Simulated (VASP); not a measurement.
Here is a VASP 6.6.1 calculation.

Contents of INCAR:

```
SYSTEM = BN
ALGO = Normal
EDIFF = 1E-7
ENCUT = 520
GGA = PE
ISIF = 2
ISMEAR = 0
LASPH = .TRUE.
LCHARG = .FALSE.
LREAL = .FALSE.
LWAVE = .FALSE.
NBANDS = 16
NELM = 60
PREC = Accurate
SIGMA = 0.05
```

Contents of KPOINTS:

```
k-points
0
G
  12 12 4
  0 0 0
```

The input POSCAR:

```
BN
1.0
    2.5039917043      0.0000000000      0.0000000000
   -1.2519958522      2.1685204268      0.0000000000
    0.0000000000      0.0000000000      6.6612000000
B N
2 2
Direct
    0.3333333333      0.6666666667      0.2500000000
    0.6666666667      0.3333333333      0.7500000000
    0.3179772410      0.6589886205      0.7500000000
    0.6666666667      0.3333333333      0.2500000000
```

Potentials or basis: VASP PAW PBE potentials, release 64 (B, N).

Launch:

```sh
$ cat potpaw_PBE.64/B/POTCAR potpaw_PBE.64/N/POTCAR > POTCAR
$ mpirun -np 1 vasp_std > vasp.out
```

Q: What does it give for the largest force?

A: 1.451 eV/Å.

Q: Estimate the band gap on the k mesh.

A: 4.23 eV, indirect (least direct gap 4.64 eV).

Q: What does it give for the pressure?

A: 3.6 GPa.

Forces in eV/Å, atoms in the order of the input:
```
B   -0.001  0.000  0.000
B   -1.254 -0.724  0.000
N    1.257  0.726  0.000
N   -0.002 -0.001  0.000
```

Caveat: the cell differs from its parent crystal (atom 3 (N) moved +0.033 Å towards its neighbour atom 2 (B) at 1.446 Å); this functional lacks dispersion, which binds the layers, so the pressure and a relaxed spacing across them are unreliable; forces of over 1 eV/Å act on the atoms, so gaps and moduli don't describe the material at rest. A k mesh can miss the band edges.
